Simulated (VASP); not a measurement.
# Ti (P6_3/mmc) in VASP: notebook

Runs on Ti. Level: LDA. Tasks: single point, relaxation of cell and atoms.

All numbers are computed with VASP 6.6.1; they aren't measurements. Logs are shortened: lines on timing, memory, paths and dates and some standing lists are left out, and cuts for length are marked.

## (1) The cell of the first run

Symmetry: P6_3/mmc, No. 194, hexagonal system. Conventional cell: a = 2.864 Å, b = 2.864 Å, c = 4.536 Å, α = 90.00°, β = 90.00°, γ = 120.00°. Within 3.7 Å of Ti (site symmetry -6m2) lie 12 Ti at 2.81 to 2.86 Å.

## (2) Single point, LDA

Input file INCAR:

```
SYSTEM = Ti
PREC = Accurate
ENCUT = 520
EDIFF = 1E-6
ISMEAR = 0
SIGMA = 0.1
LREAL = .FALSE.
LASPH = .TRUE.
NELM = 80
ALGO = Fast
ISIF = 2
LWAVE = .FALSE.
LCHARG = .FALSE.
NBANDS = 19
```

Input file KPOINTS:

```
Automatic mesh
0
G
  18 18 10
  0 0 0
```

Input file POSCAR:

```
Ti
1.0
    2.8637854332      0.0000000000      0.0000000000
   -1.4318927166      2.4801109362      0.0000000000
    0.0000000000      0.0000000000      4.5361131458
Ti
2
Direct
    0.3333333333      0.6666666667      0.2500000000
    0.6666666667      0.3333333333      0.7500000000
```

Potentials or basis: VASP PAW LDA potentials, release 64 (Ti_sv).

The run is started by

```sh
cat potpaw_LDA.64/Ti_sv/POTCAR > POTCAR
mpirun -np 1 vasp_std > vasp.out
```

OUTCAR:

```text
SYSTEM = Ti
   PREC = Accurate
   ENCUT = 520
   EDIFF = 1E-6
   ISMEAR = 0
   LREAL = .FALSE.
   LASPH = .TRUE.
   NELM = 80
   ISIF = 2

 ion  position               nearest neighbor table
   1  0.333  0.667  0.250-   2 2.81   2 2.81   2 2.81   2 2.81   2 2.81   2 2.81
   2  0.667  0.333  0.750-   1 2.81   1 2.81   1 2.81   1 2.81   1 2.81   1 2.81

  LATTYP: Found a hexagonal cell.
 ALAT       =     2.8637854332
 C/A-ratio  =     1.5839570567

  Lattice vectors:

 A1 = (   2.8637854332,   0.0000000000,   0.0000000000)
 A2 = (  -1.4318927166,   2.4801109362,   0.0000000000)
 A3 = (   0.0000000000,   0.0000000000,   4.5361131458)

Analysis of symmetry for initial positions (statically):
=====================================================================
 Subroutine PRICEL returns:
 Original cell was already a primitive cell.

 Routine SETGRP: Setting up the symmetry group for a
 hexagonal supercell.

 Subroutine GETGRP returns: Found 24 space group operations
 (whereof 12 operations were pure point group operations)
 out of a pool of 24 trial point group operations.

The static configuration has the point symmetry D_3d.
 The point group associated with its full space group is D_6h.

Analysis of symmetry for dynamics (positions and initial velocities):
=====================================================================
 Subroutine PRICEL returns:
 Original cell was already a primitive cell.

 Routine SETGRP: Setting up the symmetry group for a
 hexagonal supercell.

 Subroutine GETGRP returns: Found 24 space group operations
 (whereof 12 operations were pure point group operations)
 out of a pool of 24 trial point group operations.

The dynamic configuration has the point symmetry D_3d.
 The point group associated with its full space group is D_6h.

 Subroutine INISYM returns: Found 24 space group operations
 (whereof 12 operations are pure point group operations),
 and found     1 'primitive' translations

----------------------------------------------------------------------------------------

                                     Primitive cell

  volume of cell :      32.2178

  direct lattice vectors                    reciprocal lattice vectors
     2.863785433  0.000000000  0.000000000     0.349188172  0.201603885  0.000000000
    -1.431892717  2.480110936  0.000000000     0.000000000  0.403207770  0.000000000
     0.000000000  0.000000000  4.536113146     0.000000000  0.000000000  0.220453055

  length of vectors
     2.863785433  2.863785433  4.536113146     0.403207770  0.403207770  0.220453055

  position of ions in fractional coordinates (direct lattice)
     0.333333333  0.666666667  0.250000000
     0.666666667  0.333333333  0.750000000

  ion indices of the primitive-cell ions
   primitive index   ion index
                 1           1
                 2           2

----------------------------------------------------------------------------------------

 KPOINTS: Automatic mesh

Automatic generation of k-mesh.
 Grid dimensions read from file:
 generate k-points for:   18   18   10

 Generating k-lattice:

  Cartesian coordinates                     Fractional coordinates (reciprocal lattice)
     0.019399343  0.011200216  0.000000000     0.055555556  0.000000000  0.000000000
     0.000000000  0.022400432  0.000000000     0.000000000  0.055555556  0.000000000
     0.000000000  0.000000000  0.022045305     0.000000000  0.000000000  0.100000000

  Length of vectors
     0.022400432  0.022400432  0.022045305

  Shift w.r.t. Gamma in fractional coordinates (k-lattice)
     0.000000000  0.000000000  0.000000000

 Subroutine IBZKPT returns following result:
 ===========================================

 Found    222 irreducible k-points:

 Following reciprocal coordinates:
            Coordinates               Weight
  0.000000  0.000000  0.000000      1.000000
  0.055556  0.000000  0.000000      6.000000
  0.111111  0.000000  0.000000      6.000000
  0.166667  0.000000  0.000000      6.000000
  0.222222  0.000000  0.000000      6.000000
  0.277778  0.000000  0.000000      6.000000
[... 16 lines left out ...]
  0.333333  0.111111  0.000000     12.000000
  0.388889  0.111111  0.000000     12.000000
 [... further k-points ...]
   k-points           NKPTS =    222   k-points in BZ     NKDIM =    222   number of bands    NBANDS=     19
   number of dos      NEDOS =    301   number of ions     NIONS =      2
   total plane-waves  NPLWV =  20736
   dimension x,y,z NGX =    24 NGY =   24 NGZ =   36
   dimension x,y,z NGXF=    48 NGYF=   48 NGZF=   72
   ions per type =               2
   NGX,Y,Z   is equivalent  to a cutoff of  13.93, 13.93, 13.19 a.u.
   NGXF,Y,Z  is equivalent  to a cutoff of  27.86, 27.86, 26.39 a.u.
 SYSTEM =  Ti
   PREC   = accura    normal or accurate (medium, high low for compatibility)
   ISTART =      0    job   : 0-new  1-cont  2-samecut
   ICHARG =      2    charge: 1-file 2-atom 10-const
   ISPIN  =      1    spin polarized calculation?
   LNONCOLLINEAR =      F non collinear calculations
   LSORBIT =      F    spin-orbit coupling
   LASPH  =      T    aspherical Exc in radial PAW
   ENCUT  =  520.0 eV  38.22 Ry    6.18 a.u.   5.32  5.32  8.43*2*pi/ulx,y,z
   NELM   =     80;   NELMIN=  2; NELMDL= -5     # of ELM steps
   EDIFF  = 0.1E-05   stopping-criterion for ELM
   LREAL  =      F    real-space projection
   EDIFFG = 0.1E-04   stopping-criterion for IOM
   NSW    =      0    number of steps for IOM
   IBRION =     -1    ionic relax: 0-MD 1-quasi-New 2-CG
   NFREE  =      0    steps in history (QN), initial steepest desc. (CG)
   ISIF   =      2    stress and relaxation
   ISYM   =      2    0-nonsym 1-usesym 2-fastsym
   POTIM  = 0.5000    time-step for ionic-motion
   TEBEG  =    0.0;   TEEND  =   0.0 temperature during run
   PSTRESS=    0.0 pullay stress
   NELECT =      24.0000    total number of electrons
   NUPDOWN=      -1.0000    fix difference up-down
   EMIN   =  10.00;   EMAX   =-10.00  energy-range for DOS
   EFERMI =   0.00;   METHOD = LEGACY
   ISMEAR =     0;   SIGMA  =   0.10  broadening in eV -4-tet -1-fermi 0-gaus
   EFERMI_NEDOS =   21; number of points for ismear=-14 and -15
   IALGO  =     68    algorithm
   IMIX   =      4    mixing-type and parameters
     AMIX     =   0.40;   BMIX     =  1.00
     AMIX_MAG =   1.60;   BMIX_MAG =  1.00
  volume/ion in A,a.u.               =      16.11       108.71
  Fermi-wavevector in a.u.,A,eV,Ry     =   1.484044  2.804436 29.965286  2.202386
  Thomas-Fermi vector in A             =   2.597630
   LORBIT       =      0    0 simple, 1 ext, 2 COOP (PROOUT), +10 PAW based schemes
   GGA     = CA    functional components
   LHFCALC =     F    Hartree Fock is set to
   AEXX    =    0.0000 exact exchange contribution
   IVDW    =     0    specifies the selected vdW correction
   LEPSILON=     F    determine dielectric tensor
   LRPA    =     F    only Hartree local field effects (RPA)
 non-spin polarized calculation
 RMM-DIIS sequential band-by-band and
 Gauss-broadening in eV      SIGMA  =   0.10
  energy-cutoff  :      520.00
  volume of cell :       32.22
 maximum number of plane-waves:       884
 NGX is ok and might be reduce to    24
   NGX = 11   NGY = 11   NGZ = 17

 number of electron      24.0000004 magnetization

 Free energy of the ion-electron system (eV)
  ---------------------------------------------------
  ext. energy  EPLUGINS =         0.00000000
  ---------------------------------------------------
  free energy    TOTEN  =       -17.10486569 eV

  energy without entropy =      -17.09501882  energy(sigma->0) =      -17.09994226

 E-fermi :   8.9157     XC(G=0): -12.1498

 val. band max:        8.9139076355   @ k =   0.3889   0.1667   0.3000
 cond. band min:       8.9182572249   @ k =   0.0556   0.0000   0.5000
 fundamental gap:      0.0043495894
 Fermi energy:         8.9156782239

 k-point     1 :       0.0000    0.0000    0.0000
  band No.  band energies     occupation
      1     -47.1406      2.00000
      2     -46.9451      2.00000
      3     -24.2153      2.00000
      4     -23.3825      2.00000
      5     -23.3825      2.00000
      6     -23.2856      2.00000
[... 11 lines left out ...]
     18      10.6223      0.00000
     19      12.3299      0.00000

 k-point     2 :       0.0556    0.0000    0.0000
  band No.  band energies     occupation
      1     -47.1362      2.00000
      2     -46.9434      2.00000
      3     -24.2064      2.00000
      4     -23.4011      2.00000
      5     -23.3888      2.00000
      6     -23.2893      2.00000
[... 11 lines left out ...]
     18      10.5670      0.00000
     19      12.3606      0.00000

 k-point     3 :       0.1111    0.0000    0.0000
  band No.  band energies     occupation
      1     -47.1235      2.00000
      2     -46.9384      2.00000
      3     -24.1801      2.00000
      4     -23.4549      2.00000
      5     -23.4064      2.00000
      6     -23.3273      2.00000
[... 11 lines left out ...]
     18      10.4873      0.00000
     19      12.4375      0.00000

 k-point     4 :       0.1667    0.0000    0.0000
  band No.  band energies     occupation
      1     -47.1036      2.00000
      2     -46.9312      2.00000
      3     -24.1381      2.00000
      4     -23.5377      2.00000
      5     -23.4326      2.00000
      6     -23.4103      2.00000
[... 407 lines left out ...]
     18      12.4763      0.00000
     19      12.6696      0.00000

 k-point    23 :       0.3333    0.1111    0.0000
  band No.  band energies     occupation
      1     -46.9903      2.00000
      2     -46.9072      2.00000
      3     -23.9192      2.00000
      4     -23.8659      2.00000
      5     -23.7799      2.00000
      6     -23.5768      2.00000
[... 11 lines left out ...]
     18      12.6932      0.00000
     19      13.0245      0.00000

 k-point    24 :       0.3889    0.1111    0.0000
  band No.  band energies     occupation
      1     -46.9723      2.00000
      2     -46.9083      2.00000
      3     -23.9701      2.00000
      4     -23.8134      2.00000
      5     -23.8133      2.00000
      6     -23.6012      2.00000
[... 11 lines left out ...]
     18      12.7063      0.00000
     19      13.5781      0.00000

 [... further k-points ...]

------------------------ aborting loop because EDIFF is reached ----------------------------------------

  FORCE on cell =-STRESS in cart. coord.  units (eV):
  Direction    XX          YY          ZZ          XY          YZ          ZX
  --------------------------------------------------------------------------------------
  -------------------------------------------------------------------------------------
  Total       -0.0432937     -0.0432937     -0.0464594      0.0000000     -0.0000000      0.0000000
  in kB       -2.1529793     -2.1529793     -2.3104093      0.0000000     -0.0000000      0.0000000
  external PRESSURE =      -2.2054560 kB  Pullay stress =       0.0000000 kB

 VOLUME and BASIS-vectors are now :
 -----------------------------------------------------------------------------
  energy-cutoff  :      520.00
  volume of cell :       32.22
      direct lattice vectors                 reciprocal lattice vectors
     2.863785433  0.000000000  0.000000000     0.349188172  0.201603885  0.000000000
    -1.431892717  2.480110936  0.000000000     0.000000000  0.403207770  0.000000000
     0.000000000  0.000000000  4.536113146     0.000000000  0.000000000  0.220453055

 POSITION                                       TOTAL-FORCE (eV/Angst)
 -----------------------------------------------------------------------------------
     -0.00000      1.65341      1.13403        -0.000000     -0.000000      0.000000
      1.43189      0.82670      3.40208         0.000000      0.000000      0.000000
 -----------------------------------------------------------------------------------
    total drift:                               -0.000000      0.000000     -0.000000

  FREE ENERGIE OF THE ION-ELECTRON SYSTEM (eV)
  ---------------------------------------------------
  free  energy   TOTEN  =       -17.1048656936 eV

  energy  without entropy=      -17.0950188228  energy(sigma->0) =      -17.09994226
```

Run time: 4 min. Hardware: 1 thread of AMD EPYC 9R14 (Zen 4), shared host; peak memory 0.19 GiB.

What came out:

| Property | Result |
| --- | --- |
| Free energy | -17.1049 eV |
| Pressure | -0.2 GPa |
| Band gap on the k mesh | zero (bands 12 and 13 overlap by 1.15 eV) |

[end of part 1 of 2]
